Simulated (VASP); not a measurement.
# GaN (F-43m) in VASP: further runs

Aim: see how the results for GaN move with the level of theory and the settings. Levels: r2SCANh, BHLYP, r2SCAN+D3(BJ), PBEsol-based screened hybrid with 25 % exact exchange. Tasks: single point.

Everything below comes from runs of VASP 6.6.1. Logs are shortened: lines on timing, memory, paths and dates and some standing lists are left out, and cuts for length are marked.

### Step 1. The cell of the first run

The structure is cubic, space group F-43m (No. 216). Conventional cell: a = 4.477 Å, b = 4.477 Å, c = 4.477 Å, α = 90.00°, β = 90.00°, γ = 90.00°. Within 2.6 Å of Ga (site symmetry -43m) lie 4 N at 1.94 Å. N (site symmetry -43m) has 4 Ga at 1.94 Å within 2.6 Å.

### Step 2. Single point, r2SCANh

Contents of POSCAR:

```
GaN
1.0
    0.0000000000      2.2383759866      2.2383759866
    2.2383759866      0.0000000000      2.2383759866
    2.2383759866      2.2383759866      0.0000000000
Ga N
1 1
Direct
    0.0000000000      0.0000000000      0.0000000000
    0.2500000000      0.2500000000      0.2500000000
```

Contents of INCAR.step1:

```
  PREC = Accurate
  ENCUT = 1080
  EDIFF = 1E-5
  ISMEAR = -1
  SIGMA = 0.05
  LREAL = False
  LASPH = True
  NELM = 120
  ALGO = Normal
  ISIF = 2
  LWAVE = True
  NBANDS = 16
  GGA = PE
  GGA_COMPAT = False
```

Contents of INCAR.step2:

```
  PREC = Accurate
  ENCUT = 1080
  EDIFF = 1E-6
  ISMEAR = -1
  SIGMA = 0.05
  LREAL = False
  LASPH = True
  NELM = 120
  ALGO = Normal
  ISIF = 2
  LWAVE = False
  LCHARG = True
  METAGGA = R2SCAN
  LHFCALC = True
  AEXX = 0.1
  LMIXTAU = True
  PRECFOCK = Normal
  LELF = True
  LVHAR = True
  NBANDS = 16
  ISTART = 1
  GGA_COMPAT = False
```

Contents of KPOINTS:

```
Automatic mesh
0
Gamma
  5 5 5
```

Potentials or basis: VASP PAW PBE potentials, release 64 (Ga_d, N_h).

The run is started by

```console
$ cat potpaw_PBE.64/Ga_d/POTCAR potpaw_PBE.64/N_h/POTCAR > POTCAR
$ cp INCAR.step1 INCAR
$ mpirun -np 1 vasp_std > vasp.out
$ cp INCAR.step2 INCAR
$ mpirun -np 1 vasp_std > vasp.out
```

OUTCAR:

```text
PREC = Accurate
   ENCUT = 1080
   EDIFF = 1E-6
   ISMEAR = -1
   LREAL = False
   LASPH = True
   NELM = 120
   ISIF = 2
   METAGGA = R2SCAN
   LHFCALC = True
   AEXX = 0.1
   PRECFOCK = Normal
   ISTART = 1

 ion  position               nearest neighbor table
   1  0.000  0.000  0.000-   2 1.94   2 1.94   2 1.94   2 1.94
   2  0.250  0.250  0.250-   1 1.94   1 1.94   1 1.94   1 1.94

  LATTYP: Found a face centered cubic cell.
 ALAT       =     4.4767519732

  Lattice vectors:

 A1 = (   0.0000000000,   2.2383759866,   2.2383759866)
 A2 = (   2.2383759866,   0.0000000000,   2.2383759866)
 A3 = (   2.2383759866,   2.2383759866,   0.0000000000)

Analysis of symmetry for initial positions (statically):
=====================================================================
 Subroutine PRICEL returns:
 Original cell was already a primitive cell.

 Routine SETGRP: Setting up the symmetry group for a
 face centered cubic supercell.

 Subroutine GETGRP returns: Found 24 space group operations
 (whereof 24 operations were pure point group operations)
 out of a pool of 48 trial point group operations.

The static configuration has the point symmetry T_d .

Analysis of symmetry for dynamics (positions and initial velocities):
=====================================================================
 Subroutine PRICEL returns:
 Original cell was already a primitive cell.

 Routine SETGRP: Setting up the symmetry group for a
 face centered cubic supercell.

 Subroutine GETGRP returns: Found 24 space group operations
 (whereof 24 operations were pure point group operations)
 out of a pool of 48 trial point group operations.

The dynamic configuration has the point symmetry T_d .

 Subroutine INISYM returns: Found 24 space group operations
 (whereof 24 operations are pure point group operations),
 and found     1 'primitive' translations

----------------------------------------------------------------------------------------

                                     Primitive cell

  volume of cell :      22.4300

  direct lattice vectors                    reciprocal lattice vectors
     0.000000000  2.238375987  2.238375987    -0.223376235  0.223376235  0.223376235
     2.238375987  0.000000000  2.238375987     0.223376235 -0.223376235  0.223376235
     2.238375987  2.238375987  0.000000000     0.223376235  0.223376235 -0.223376235

  length of vectors
     3.165541678  3.165541678  3.165541678     0.386898988  0.386898988  0.386898988

  position of ions in fractional coordinates (direct lattice)
     0.000000000  0.000000000  0.000000000
     0.250000000  0.250000000  0.250000000

  ion indices of the primitive-cell ions
   primitive index   ion index
                 1           1
                 2           2

----------------------------------------------------------------------------------------

 KPOINTS: Automatic mesh

Automatic generation of k-mesh.
 Grid dimensions read from file:
 generate k-points for:    5    5    5

 Generating k-lattice:

  Cartesian coordinates                     Fractional coordinates (reciprocal lattice)
    -0.044675247  0.044675247  0.044675247     0.200000000  0.000000000  0.000000000
     0.044675247 -0.044675247  0.044675247     0.000000000  0.200000000  0.000000000
     0.044675247  0.044675247 -0.044675247     0.000000000  0.000000000  0.200000000

  Length of vectors
     0.077379798  0.077379798  0.077379798

  Shift w.r.t. Gamma in fractional coordinates (k-lattice)
     0.000000000  0.000000000  0.000000000

 Subroutine IBZKPT returns following result:
 ===========================================

 Found     10 irreducible k-points:

 Following reciprocal coordinates:
            Coordinates               Weight
  0.000000  0.000000  0.000000      1.000000
  0.200000  0.000000  0.000000      8.000000
  0.400000  0.000000  0.000000      8.000000
  0.200000  0.200000  0.000000      6.000000
  0.400000  0.200000  0.000000     24.000000
 -0.400000  0.200000  0.000000     24.000000
 -0.200000  0.200000  0.000000     12.000000
  0.400000  0.400000  0.000000      6.000000
 -0.400000  0.400000  0.000000     12.000000
 -0.400000  0.400000  0.200000     24.000000
   k-points           NKPTS =     10   k-points in BZ     NKDIM =    125   number of bands    NBANDS=     16
   number of dos      NEDOS =    301   number of ions     NIONS =      2
   total plane-waves  NPLWV =  46656
   dimension x,y,z NGX =    36 NGY =   36 NGZ =   36
   dimension x,y,z NGXF=    72 NGYF=   72 NGZF=   72
   ions per type =               1   1
   NGX,Y,Z   is equivalent  to a cutoff of  18.91, 18.91, 18.91 a.u.
   NGXF,Y,Z  is equivalent  to a cutoff of  37.81, 37.81, 37.81 a.u.
 SYSTEM =  unknown system
   PREC   = accura    normal or accurate (medium, high low for compatibility)
   ISTART =      1    job   : 0-new  1-cont  2-samecut
   ICHARG =      0    charge: 1-file 2-atom 10-const
   ISPIN  =      1    spin polarized calculation?
   LNONCOLLINEAR =      F non collinear calculations
   LSORBIT =      F    spin-orbit coupling
   LASPH  =      T    aspherical Exc in radial PAW
   ENCUT  = 1080.0 eV  79.38 Ry    8.91 a.u.   8.48  8.48  8.48*2*pi/ulx,y,z
   NELM   =    120;   NELMIN=  2; NELMDL=  0     # of ELM steps
   EDIFF  = 0.1E-05   stopping-criterion for ELM
   LREAL  =      F    real-space projection
   EDIFFG = 0.1E-04   stopping-criterion for IOM
   NSW    =      0    number of steps for IOM
   IBRION =     -1    ionic relax: 0-MD 1-quasi-New 2-CG
   NFREE  =      0    steps in history (QN), initial steepest desc. (CG)
   ISIF   =      2    stress and relaxation
   ISYM   =      3    0-nonsym 1-usesym 2-fastsym
   POTIM  = 0.5000    time-step for ionic-motion
   TEBEG  =    0.0;   TEEND  =   0.0 temperature during run
   PSTRESS=    0.0 pullay stress
   NELECT =      18.0000    total number of electrons
   NUPDOWN=      -1.0000    fix difference up-down
   EMIN   =  10.00;   EMAX   =-10.00  energy-range for DOS
   EFERMI =   0.00;   METHOD = LEGACY
   ISMEAR =    -1;   SIGMA  =   0.05  broadening in eV -4-tet -1-fermi 0-gaus
   EFERMI_NEDOS =   21; number of points for ismear=-14 and -15
   IALGO  =     38    algorithm
   IMIX   =      1    mixing-type and parameters
     AMIX     =   0.40;   BMIX     =  1.00
     AMIX_MAG =   1.60;   BMIX_MAG =  1.00
  volume/ion in A,a.u.               =      11.21        75.68
  Fermi-wavevector in a.u.,A,eV,Ry     =   1.521327  2.874892 31.489820  2.314436
  Thomas-Fermi vector in A             =   2.630057
   LORBIT       =      0    0 simple, 1 ext, 2 COOP (PROOUT), +10 PAW based schemes
   METAGGA = R2SCAN    functional components
   LHFCALC =     T    Hartree Fock is set to
   PRECFOCK=normal    Normal, Fast or Accurate (Low or Medium for compatibility)
   ENCUT4O =  -1.0   cutoff for four orbital integrals eV
   NKREDX  =     1    reduce k-point grid by
   NKREDY  =     1    reduce k-point grid by
   NKREDZ  =     1    reduce k-point grid by
   AEXX    =    0.1000 exact exchange contribution
   HFSCREEN=    0.0000 screening length (either q_TF or 0.3 A-1)
   HFSCREENC=   0.0000 screening length for correlation (either q_TF or 0.3 A-1)
   ENCUTFOCK=  -1.0 apply spherical cutoff to Coloumb kernel
   IVDW    =     0    specifies the selected vdW correction
   LEPSILON=     F    determine dielectric tensor
   LRPA    =     F    only Hartree local field effects (RPA)
 non-spin polarized calculation
  energy-cutoff  :     1080.00
  volume of cell :       22.43
 maximum number of plane-waves:      1832
 NGX is ok and might be reduce to    36
  NGX = 28; NGY = 28; NGZ = 28

 number of electron      17.9999999 magnetization

 Free energy of the ion-electron system (eV)
  ---------------------------------------------------
  ext. energy  EPLUGINS =         0.00000000
  ---------------------------------------------------
  free energy    TOTEN  =       -22.36066008 eV

  energy without entropy =      -22.36066008  energy(sigma->0) =      -22.36066008

 E-fermi :   6.2177     XC(G=0): -11.5912

 val. band max:        5.1038226788   @ k =   0.0000   0.0000   0.0000
 cond. band min:       8.1043516010   @ k =   0.0000   0.0000   0.0000
 fundamental gap:      3.0005289222
 Fermi energy:         6.2176983798

 k-point     1 :       0.0000    0.0000    0.0000
  band No.  band energies     occupation
      1     -12.3039      2.00000
      2      -9.5738      2.00000
      3      -9.5738      2.00000
      4      -9.5738      2.00000
      5      -9.2092      2.00000
      6      -9.2092      2.00000
[... 8 lines left out ...]
     15      25.8411      0.00000
     16      25.8411      0.00000

 k-point     2 :       0.2000    0.0000    0.0000
  band No.  band energies     occupation
      1     -11.9058      2.00000
      2      -9.5248      2.00000
      3      -9.5248      2.00000
      4      -9.3447      2.00000
      5      -9.2095      2.00000
      6      -9.2095      2.00000
[... 8 lines left out ...]
     15      23.5927      0.00000
     16      23.5927      0.00000

 k-point     3 :       0.4000    0.0000    0.0000
  band No.  band energies     occupation
      1     -11.4171      2.00000
      2      -9.4771      2.00000
      3      -9.4771      2.00000
      4      -9.1752      2.00000
      5      -9.1752      2.00000
      6      -8.2876      2.00000
[... 8 lines left out ...]
     15      25.8334      0.00000
     16      25.8335      0.00000

 k-point     4 :       0.2000    0.2000    0.0000
  band No.  band energies     occupation
      1     -11.7833      2.00000
      2      -9.4705      2.00000
      3      -9.4705      2.00000
      4      -9.3949      2.00000
      5      -9.1841      2.00000
      6      -9.1813      2.00000
[... 8 lines left out ...]
     15      27.8120      0.00000
     16      28.6863      0.00000
[... 58 lines left out ...]
 k-point     8 :       0.4000    0.4000    0.0000
  band No.  band energies     occupation
      1     -11.2294      2.00000
      2      -9.4333      2.00000
      3      -9.2832      2.00000
      4      -9.2831      2.00000
      5      -9.1361      2.00000
      6      -7.9278      2.00000
[... 8 lines left out ...]
     15      29.5833      0.00000
     16      30.5721      0.00000

 k-point     9 :      -0.4000    0.4000    0.0000
  band No.  band energies     occupation
      1     -11.1851      2.00000
      2      -9.4293      2.00000
      3      -9.2869      2.00000
      4      -9.2807      2.00000
      5      -9.1566      2.00000
      6      -7.3328      2.00000
[... 8 lines left out ...]
     15      28.8745      0.00000
     16      30.3521      0.00000

 k-point    10 :      -0.4000    0.4000    0.2000
  band No.  band energies     occupation
      1     -11.2140      2.00000
      2      -9.4097      2.00000
      3      -9.3774      2.00000
      4      -9.2476      2.00000
      5      -9.1808      2.00000
      6      -7.4957      2.00000
[... 8 lines left out ...]
     15      26.5701      0.00000
     16      30.7348      0.00000

------------------------ aborting loop because EDIFF is reached ----------------------------------------

  FORCE on cell =-STRESS in cart. coord.  units (eV):
  Direction    XX          YY          ZZ          XY          YZ          ZX
  --------------------------------------------------------------------------------------
  -------------------------------------------------------------------------------------
  Total        0.3350329      0.3350329      0.3350329      0.0000000     -0.0000000     -0.0000000
  in kB       23.9314429     23.9314429     23.9314429      0.0000000     -0.0000000     -0.0000000
  external PRESSURE =      23.9314429 kB  Pullay stress =       0.0000000 kB

 VOLUME and BASIS-vectors are now :
 -----------------------------------------------------------------------------
  energy-cutoff  :     1080.00
  volume of cell :       22.43
      direct lattice vectors                 reciprocal lattice vectors
     0.000000000  2.238375987  2.238375987    -0.223376235  0.223376235  0.223376235
     2.238375987  0.000000000  2.238375987     0.223376235 -0.223376235  0.223376235
     2.238375987  2.238375987  0.000000000     0.223376235  0.223376235 -0.223376235

 POSITION                                       TOTAL-FORCE (eV/Angst)
 -----------------------------------------------------------------------------------
      0.00000      0.00000      0.00000        -0.000000     -0.000000     -0.000000
      1.11919      1.11919      1.11919         0.000000      0.000000      0.000000
 -----------------------------------------------------------------------------------
    total drift:                                0.000015     -0.000008      0.000002

  FREE ENERGIE OF THE ION-ELECTRON SYSTEM (eV)
  ---------------------------------------------------
  free  energy   TOTEN  =       -22.3606600795 eV

  energy  without entropy=      -22.3606600794  energy(sigma->0) =      -22.36066008
```

Run time: 16 min. Hardware: 1 thread of Intel Xeon 6975P-C (Granite Rapids), shared host; peak memory 0.24 GiB.

Results:

* Free energy: -22.3607 eV
* Pressure: 2.4 GPa
* Band gap on the k mesh: 3.00 eV

Caveat: the k points lie up to 0.49 Å⁻¹ apart; the PAW data sets were made with another functional, which shifts forces and pressure a little.

[end of part 1 of 2]
